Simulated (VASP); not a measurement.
# Mg (P-1) in VASP: notebook

Runs on Mg. Level: r2SCAN. Tasks: single point.

All numbers are computed with VASP 6.6.1; they aren't measurements. Logs are shortened: lines on timing, memory, paths and dates and some standing lists are left out, and cuts for length are marked.

### 1 The cell of the first run

The typed cell holds 2 atoms: a = 3.258 Å, b = 3.210 Å, c = 5.269 Å, α = 89.60°, β = 90.19°, γ = 120.50°.

### 2 Single point, r2SCAN

Contents of POSCAR:

```
Mg
1.0
    3.2584410917      0.0000998331     -0.0053011352
   -1.6291356878      2.7654455006      0.0113110851
   -0.0086056093      0.0162428380      5.2691986147
Mg
2
Direct
    0.3287800000      0.6679200000      0.2557600000
    0.6667900000      0.3313000000      0.7499600000
```

Contents of INCAR.step1:

```
PREC = Accurate
ENCUT = 520
ISMEAR = -1
SIGMA = 0.1
LREAL = False
LASPH = True
NELM = 80
NBANDS = 9
GGA = PE
ALGO = Normal
EDIFF = 1E-4
LWAVE = True
LCHARG = False
```

Contents of INCAR.step2:

```
PREC = Accurate
ENCUT = 520
EDIFF = 1E-7
ISMEAR = -1
SIGMA = 0.1
LREAL = False
LASPH = True
NELM = 80
ALGO = Normal
ISIF = 2
LWAVE = False
LCHARG = False
METAGGA = R2SCAN
LMIXTAU = True
NBANDS = 9
ISTART = 1
```

Contents of KPOINTS:

```
Automatic mesh
0
Gamma
  7 7 4
```

Potentials or basis: VASP PAW PBE potentials, release 64 (Mg).

Command:

```console
> cat potpaw_PBE.64/Mg/POTCAR > POTCAR
> cp INCAR.step1 INCAR
> mpirun -np 1 vasp_std > vasp.out
> cp INCAR.step2 INCAR
> mpirun -np 1 vasp_std > vasp.out
```

OUTCAR:

```text
PREC = Accurate
   ENCUT = 520
   EDIFF = 1E-7
   ISMEAR = -1
   LREAL = False
   LASPH = True
   NELM = 80
   ISIF = 2
   METAGGA = R2SCAN
   ISTART = 1

 ion  position               nearest neighbor table
   1  0.329  0.668  0.256-   2 3.19   2 3.20   2 3.21   2 3.23   2 3.25   2 3.28
   2  0.667  0.331  0.750-   1 3.19   1 3.20   1 3.21   1 3.23   1 3.25   1 3.28

  LATTYP: Found a triclinic cell.
 ALAT       =     3.2096572787
 B/A-ratio  =     1.0000491822
 C/A-ratio  =     1.6416801607
 COS(alpha) =     0.0036992734
 COS(beta)  =     0.0070089739
 COS(gamma) =     0.4847094017

  Lattice vectors:

 A1 = (   1.6291356878,  -2.7654455006,  -0.0113110851)
 A2 = (  -1.6293054039,  -2.7655453337,  -0.0060099499)
 A3 = (   0.0086056093,  -0.0162428380,  -5.2691986147)

Analysis of symmetry for initial positions (statically):
=====================================================================
 Subroutine PRICEL returns:
 Original cell was already a primitive cell.

 Routine SETGRP: Setting up the symmetry group for a
 triclinic supercell.

 Subroutine GETGRP returns: Found  2 space group operations
 (whereof  1 operations were pure point group operations)
 out of a pool of  2 trial point group operations.

The static configuration has the point symmetry C_1 .
 The point group associated with its full space group is S_2 .

Analysis of symmetry for dynamics (positions and initial velocities):
=====================================================================
 Subroutine PRICEL returns:
 Original cell was already a primitive cell.

 Routine SETGRP: Setting up the symmetry group for a
 triclinic supercell.

 Subroutine GETGRP returns: Found  2 space group operations
 (whereof  1 operations were pure point group operations)
 out of a pool of  2 trial point group operations.

The dynamic configuration has the point symmetry C_1 .
 The point group associated with its full space group is S_2 .

 Subroutine INISYM returns: Found  2 space group operations
 (whereof  1 operations are pure point group operations),
 and found     1 'primitive' translations

----------------------------------------------------------------------------------------

                                     Primitive cell

  volume of cell :      47.4812

  direct lattice vectors                    reciprocal lattice vectors
     3.258441092  0.000099833 -0.005301135     0.306889591  0.180790191 -0.000056095
    -1.629135688  2.765445501  0.011311085    -0.000012892  0.361602355 -0.001114697
[... 90 lines left out ...]
   NFREE  =      0    steps in history (QN), initial steepest desc. (CG)
   ISIF   =      2    stress and relaxation
   ISYM   =      2    0-nonsym 1-usesym 2-fastsym
   POTIM  = 0.5000    time-step for ionic-motion
   TEBEG  =    0.0;   TEEND  =   0.0 temperature during run
   PSTRESS=    0.0 pullay stress
   NELECT =       4.0000    total number of electrons
   NUPDOWN=      -1.0000    fix difference up-down
   EMIN   =  10.00;   EMAX   =-10.00  energy-range for DOS
   EFERMI =   0.00;   METHOD = LEGACY
   ISMEAR =    -1;   SIGMA  =   0.10  broadening in eV -4-tet -1-fermi 0-gaus
   EFERMI_NEDOS =   21; number of points for ismear=-14 and -15
   IALGO  =     38    algorithm
   IMIX   =      4    mixing-type and parameters
     AMIX     =   0.40;   BMIX     =  1.00
     AMIX_MAG =   1.60;   BMIX_MAG =  1.00
  volume/ion in A,a.u.               =      23.74       160.21
  Fermi-wavevector in a.u.,A,eV,Ry     =   0.717663  1.356187  7.007555  0.515041
  Thomas-Fermi vector in A             =   1.806402
   LORBIT       =      0    0 simple, 1 ext, 2 COOP (PROOUT), +10 PAW based schemes
   METAGGA = R2SCAN    functional components
   LHFCALC =     F    Hartree Fock is set to
   AEXX    =    0.0000 exact exchange contribution
   IVDW    =     0    specifies the selected vdW correction
   LEPSILON=     F    determine dielectric tensor
   LRPA    =     F    only Hartree local field effects (RPA)
 non-spin polarized calculation
  energy-cutoff  :      520.00
  volume of cell :       47.48
 maximum number of plane-waves:      1302
   NGX = 13   NGY = 11   NGZ = 19

 number of electron       4.0000000 magnetization

 Free energy of the ion-electron system (eV)
  ---------------------------------------------------
  ext. energy  EPLUGINS =         0.00000000
  ---------------------------------------------------
  free energy    TOTEN  =        -8.30635527 eV

  energy without entropy =       -8.28022035  energy(sigma->0) =       -8.29328781

 E-fermi :   2.5257     XC(G=0):  -8.9341

 val. band max:        2.4853192759   @ k =  -0.4286   0.4286   0.2500
 cond. band min:       2.5390455012   @ k =   0.1429   0.4286   0.5000
 fundamental gap:      0.0537262252
 Fermi energy:         2.5257316418

 k-point     1 :       0.0000    0.0000    0.0000
  band No.  band energies     occupation
      1      -4.7719      2.00000
      2       0.5929      2.00000
      3       1.2150      2.00000
      4      13.8156      0.00000
      5      13.9580      0.00000
      6      14.2689      0.00000
      7      14.2781      0.00000
      8      14.9255      0.00000
      9      16.6868      0.00000
[... 265 lines left out ...]
 k-point    24 :      -0.2857    0.4286    0.0000
  band No.  band energies     occupation
      1      -1.8580      2.00000
      2       3.1953      0.00247
      3       3.3431      0.00056
      4       4.4733      0.00000
      5       6.8382      0.00000
      6       8.7084      0.00000
      7       9.8893      0.00000
      8      11.8159      0.00000
      9      12.8171      0.00000

 [... further k-points ...]

------------------------ aborting loop because EDIFF is reached ----------------------------------------

  FORCE on cell =-STRESS in cart. coord.  units (eV):
  Direction    XX          YY          ZZ          XY          YZ          ZX
  --------------------------------------------------------------------------------------
  -------------------------------------------------------------------------------------
  Total       -0.8819862     -0.6378579     -0.0922644      0.0138572     -0.0133698      0.0117348
  in kB      -29.7611933    -21.5234787     -3.1133116      0.4675889     -0.4511416      0.3959714
  external PRESSURE =     -18.1326612 kB  Pullay stress =       0.0000000 kB

 VOLUME and BASIS-vectors are now :
 -----------------------------------------------------------------------------
  energy-cutoff  :      520.00
  volume of cell :       47.48
      direct lattice vectors                 reciprocal lattice vectors
     3.258441092  0.000099833 -0.005301135     0.306889591  0.180790191 -0.000056095
    -1.629135688  2.765445501  0.011311085    -0.000012892  0.361602355 -0.001114697
    -0.008605609  0.016242838  5.269198615     0.000308777 -0.000594345  0.189784516

 POSITION                                       TOTAL-FORCE (eV/Angst)
 -----------------------------------------------------------------------------------
     -0.01902      1.85128      1.35346         0.012559     -0.017298     -0.089192
      1.62651      0.92844      3.95190        -0.012559      0.017298      0.089192
 -----------------------------------------------------------------------------------
    total drift:                                0.000057     -0.000166      0.000261

  FREE ENERGIE OF THE ION-ELECTRON SYSTEM (eV)
  ---------------------------------------------------
  free  energy   TOTEN  =        -8.3063552716 eV

  energy  without entropy=       -8.2802203523  energy(sigma->0) =       -8.29328781
```

OUTCAR.step1:

```text
PREC = Accurate
   ENCUT = 520
   ISMEAR = -1
   LREAL = False
   LASPH = True
[... 515 lines left out ...]
     -0.01902      1.85128      1.35346         0.011425     -0.014701     -0.084654
      1.62651      0.92844      3.95190        -0.011425      0.014701      0.084654
 -----------------------------------------------------------------------------------
    total drift:                                0.000001      0.000000      0.000001

  FREE ENERGIE OF THE ION-ELECTRON SYSTEM (eV)
  ---------------------------------------------------
  free  energy   TOTEN  =        -3.0415793291 eV

  energy  without entropy=       -3.0165859973  energy(sigma->0) =       -3.02908266
```

It took 39 s on 1 thread of Intel Xeon 6975P-C (Granite Rapids), shared host; peak memory 0.18 GiB.

What came out:

```yaml
Free_energy: -8.3064 eV
Pressure: -1.8 GPa
Largest_force: 0.092 eV/Å
Band_gap_on_the_k_mesh: zero (bands 2 and 3 overlap by 2.11 eV)
```

Forces in eV/Å, atoms in the order of the input:
```
Mg   0.013 -0.017 -0.089
Mg  -0.013  0.017  0.089
```

Caveat: the PAW data sets were made with another functional, which shifts forces and pressure a little.

### 3 Single point, r2SCAN

This run uses another cell than the first one, of 23.86 Å³/atom.

Contents of POSCAR:

```
Mg
1.0
    3.2638900000      0.0001000000     -0.0053100000
   -1.6318600000      2.7700700000      0.0113300000
   -0.0086200000      0.0162700000      5.2780100000
Mg
2
Direct
    0.3287800000      0.6679200000      0.2557600000
    0.6667900000      0.3313000000      0.7499600000
```

Contents of INCAR.step1:

```
SYSTEM = Mg
  PREC = Accurate
  ENCUT = 520
  ISMEAR = -1
  SIGMA = 0.1
  LREAL = .False.
  LASPH = .True.
  NELM = 60
  NBANDS = 9
  GGA = PE
  ALGO = Normal
  EDIFF = 1E-4
  LWAVE = .True.
  LCHARG = .False.
```

Contents of INCAR.step2:

```
SYSTEM = Mg
  PREC = Accurate
  ENCUT = 520
  EDIFF = 1E-6
  ISMEAR = -1
  SIGMA = 0.1
  LREAL = .False.
  LASPH = .True.
  NELM = 60
  ALGO = Normal
  ISIF = 2
  LWAVE = .False.
  LCHARG = .False.
  METAGGA = R2SCAN
  LMIXTAU = .True.
  NBANDS = 9
  ISTART = 1
```

Contents of KPOINTS:

```
regular mesh
0
Gamma
  7 7 4
  0 0 0
```

Potentials or basis: VASP PAW PBE potentials, release 64 (Mg).

Command:

```console
> cat potpaw_PBE.64/Mg/POTCAR > POTCAR
> cp INCAR.step1 INCAR
> mpirun -np 1 vasp_std > vasp.out
> cp INCAR.step2 INCAR
> mpirun -np 1 vasp_std > vasp.out
```

It took 38 s on 1 thread of Intel Xeon 6975P-C (Granite Rapids), shared host; peak memory 0.18 GiB.

It converged, with:

| Item | Value |
| --- | --- |
| Free energy | -8.3035 eV |
| Pressure | -2.0 GPa |
| Largest force | 0.090 eV/Å |
| Band gap on the k mesh | zero (bands 2 and 3 overlap by 2.11 eV) |

Forces on the atoms (eV/Å):
```
Mg   0.013 -0.017 -0.088
Mg  -0.013  0.017  0.088
```

Stress tensor (GPa, compression positive):
```
-3.13  0.05  0.04
 0.05 -2.31 -0.04
 0.04 -0.04 -0.48
```

Levels at points of the mesh, in eV from the Fermi level:
| k point | band 1 | band 2 | band 3 | band 4 | band 5 | band 6 | band 7 |
| --- | --- | --- | --- | --- | --- | --- | --- |
| (0.00, 0.00, 0.00) | -7.27 | -1.92 | -1.31 | 11.26 | 11.39 | 11.71 | 11.71 |
| (0.00, 0.00, 0.50) | -5.89 | -5.79 | 5.11 | 5.14 | 12.00 | 12.04 | 12.43 |

Caveat: the PAW data sets were made with another functional, which shifts forces and pressure a little.

### 4 Single point, r2SCAN

This run uses another cell than the first one, of 23.86 Å³/atom.

POSCAR: that of step 3 with these lines changed.

```diff
@@ -9,2 +9,2 @@
     0.3287800000      0.6679200000      0.2557600000
-    0.6667900000      0.3313000000      0.7499600000
+    0.6667897760      0.3312955487      0.7507178707
```

Contents of INCAR.step1:

```
SYSTEM = Mg
PREC = Accurate
ENCUT = 520
ISMEAR = -1
SIGMA = 0.1
LREAL = .FALSE.
LASPH = .TRUE.
NELM = 80
NBANDS = 9
GGA = PE
ALGO = Normal
EDIFF = 1E-4
LWAVE = .TRUE.
LCHARG = .FALSE.
```

Contents of INCAR.step2:

```
SYSTEM = Mg
PREC = Accurate
ENCUT = 520
EDIFF = 1E-6
ISMEAR = -1
SIGMA = 0.1
LREAL = .FALSE.
LASPH = .TRUE.
NELM = 80
ALGO = Normal
ISIF = 2
LWAVE = .FALSE.
LCHARG = .FALSE.
METAGGA = R2SCAN
LMIXTAU = .TRUE.
NBANDS = 9
ISTART = 1
```

Contents of KPOINTS:

```
Automatic mesh
0
G
  7 7 4
  0 0 0
```

Potentials or basis: VASP PAW PBE potentials, release 64 (Mg).

Command:

```console
> cat potpaw_PBE.64/Mg/POTCAR > POTCAR
> cp INCAR.step1 INCAR
> mpirun -np 1 vasp_std > vasp.out
> cp INCAR.step2 INCAR
> mpirun -np 1 vasp_std > vasp.out
```

OUTCAR:

```text
SYSTEM = Mg
   PREC = Accurate
   ENCUT = 520
   EDIFF = 1E-6
   ISMEAR = -1
   LREAL = .FALSE.
   LASPH = .TRUE.
   NELM = 80
   ISIF = 2
   METAGGA = R2SCAN
   ISTART = 1

 ion  position               nearest neighbor table
   1  0.329  0.668  0.256-   2 3.20   2 3.21   2 3.22   2 3.23   2 3.25   2 3.28
   2  0.667  0.331  0.751-   1 3.20   1 3.21   1 3.22   1 3.23   1 3.25   1 3.28

  LATTYP: Found a triclinic cell.
 ALAT       =     3.2150246085
 B/A-ratio  =     1.0000491822
[... 484 lines left out ...]

  FORCE on cell =-STRESS in cart. coord.  units (eV):
  Direction    XX          YY          ZZ          XY          YZ          ZX
  --------------------------------------------------------------------------------------
  -------------------------------------------------------------------------------------
  Total       -0.9332552     -0.6888710     -0.1444172      0.0136942     -0.0138926      0.0120468
  in kB      -31.3337244    -23.1286092     -4.8487573      0.4597786     -0.4664401      0.4044659
  external PRESSURE =     -19.7703636 kB  Pullay stress =       0.0000000 kB

 VOLUME and BASIS-vectors are now :
 -----------------------------------------------------------------------------
  energy-cutoff  :      520.00
  volume of cell :       47.72
      direct lattice vectors                 reciprocal lattice vectors
     3.263890000  0.000100000 -0.005310000     0.306377253  0.180488370 -0.000056001
    -1.631860000  2.770070000  0.011330000    -0.000012871  0.360998677 -0.001112836
    -0.008620000  0.016270000  5.278010000     0.000308262 -0.000593353  0.189467680

 POSITION                                       TOTAL-FORCE (eV/Angst)
 -----------------------------------------------------------------------------------
     -0.01905      1.85438      1.35573         0.012630     -0.016970     -0.076288
      1.62923      0.92999      3.96251        -0.012630      0.016970      0.076288
 -----------------------------------------------------------------------------------
    total drift:                                0.000074     -0.000155      0.000327

  FREE ENERGIE OF THE ION-ELECTRON SYSTEM (eV)
  ---------------------------------------------------
  free  energy   TOTEN  =        -8.3038629903 eV

  energy  without entropy=       -8.2778225337  energy(sigma->0) =       -8.29084276
```

OUTCAR.step1:

```text
SYSTEM = Mg
   PREC = Accurate
   ENCUT = 520
   ISMEAR = -1
   LREAL = .FALSE.
   LASPH = .TRUE.
[... 515 lines left out ...]
     -0.01905      1.85438      1.35573         0.011452     -0.014411     -0.072350
      1.62923      0.92999      3.96251        -0.011452      0.014411      0.072350
 -----------------------------------------------------------------------------------
    total drift:                                0.000000      0.000000      0.000001

  FREE ENERGIE OF THE ION-ELECTRON SYSTEM (eV)
  ---------------------------------------------------
  free  energy   TOTEN  =        -3.0401848996 eV

  energy  without entropy=       -3.0152067574  energy(sigma->0) =       -3.02769583
```

OSZICAR.step1:

```text
N       E                     dE             d eps       ncg     rms          rms(c)
DAV:   1    -0.291857200247E+00   -0.29186E+00   -0.12396E+03  1790   0.306E+02
DAV:   2    -0.301936592844E+01   -0.27275E+01   -0.25767E+01  2365   0.268E+01
DAV:   3    -0.305365842591E+01   -0.34292E-01   -0.34170E-01  2263   0.261E+00
DAV:   4    -0.305375441134E+01   -0.95985E-04   -0.95979E-04  2308   0.136E-01
DAV:   5    -0.305375484025E+01   -0.42891E-06   -0.42871E-06  2191   0.813E-03    0.940E-01
DAV:   6    -0.304762407919E+01    0.61308E-02   -0.91354E-04  2015   0.206E-01    0.602E-01
DAV:   7    -0.304018180598E+01    0.74423E-02   -0.31757E-03  1893   0.361E-01    0.337E-02
DAV:   8    -0.304018489958E+01   -0.30936E-05   -0.77341E-05  1581   0.343E-02
   1 F= -.30401849E+01 E0= -.30276958E+01  d E =-.249781E-01
```

Wall time 37 s (1 thread of Intel Xeon 6975P-C (Granite Rapids), shared host); peak memory 0.19 GiB.

What came out:

| Property | Result |
| --- | --- |
| Free energy | -8.3039 eV |
| Pressure | -2.0 GPa |
| Largest force | 0.079 eV/Å |
| Band gap on the k mesh | zero (bands 2 and 3 overlap by 2.11 eV) |

Forces on the atoms (eV/Å):
```
Mg   0.013 -0.017 -0.076
Mg  -0.013  0.017  0.076
```

Stress tensor (GPa, compression positive):
```
-3.13  0.05  0.04
 0.05 -2.31 -0.05
 0.04 -0.05 -0.48
```

Levels at points of the mesh, in eV from the Fermi level:
| k point | band 1 | band 2 | band 3 | band 4 | band 5 |
| --- | --- | --- | --- | --- | --- |
| (0.00, 0.00, 0.00) | -7.27 | -1.92 | -1.31 | 11.26 | 11.40 |
| (0.00, 0.00, 0.50) | -5.88 | -5.80 | 5.12 | 5.14 | 12.00 |

Caveat: the PAW data sets were made with another functional, which shifts forces and pressure a little.

### 5 Single point, r2SCAN

This run uses another cell than the first one, of 23.86 Å³/atom.

POSCAR: that of step 4 with these lines changed.

```diff
@@ -9,2 +9,2 @@
     0.3287800000      0.6679200000      0.2557600000
-    0.6667897760      0.3312955487      0.7507178707
+    0.6667902240      0.3313044513      0.7492021293
```

INCAR.step1 is that of step 4.

INCAR.step2 is that of step 4.

KPOINTS is that of step 4.

Command:

```console
> cat potpaw_PBE.64/Mg/POTCAR > POTCAR
> cp INCAR.step1 INCAR
> mpirun -np 1 vasp_std > vasp.out
> cp INCAR.step2 INCAR
> mpirun -np 1 vasp_std > vasp.out
```

Wall time 35 s (1 thread of Intel Xeon 6975P-C (Granite Rapids), shared host); peak memory 0.19 GiB.

It converged, with:

| Item | Value |
| --- | --- |
| Free energy | -8.3032 eV |
| Pressure | -2.0 GPa |
| Largest force | 0.102 eV/Å |
| Band gap on the k mesh | zero (bands 2 and 3 overlap by 2.11 eV) |

Forces in eV/Å, atoms in the order of the input:
```
Mg   0.013 -0.017 -0.100
Mg  -0.013  0.017  0.100
```

Stress tensor (GPa, compression positive):
```
-3.13  0.05  0.04
 0.05 -2.31 -0.04
 0.04 -0.04 -0.47
```

Levels at points of the mesh, in eV from the Fermi level:
```
           k point  band 1  band 2  band 3  band 4  band 5  band 6  band 7
(0.00, 0.00, 0.00)   -7.27   -1.92   -1.31   11.26   11.39   11.71   11.71
(0.00, 0.00, 0.50)   -5.89   -5.78    5.11    5.14   12.00   12.04   12.43
```

Caveat: the PAW data sets were made with another functional, which shifts forces and pressure a little.
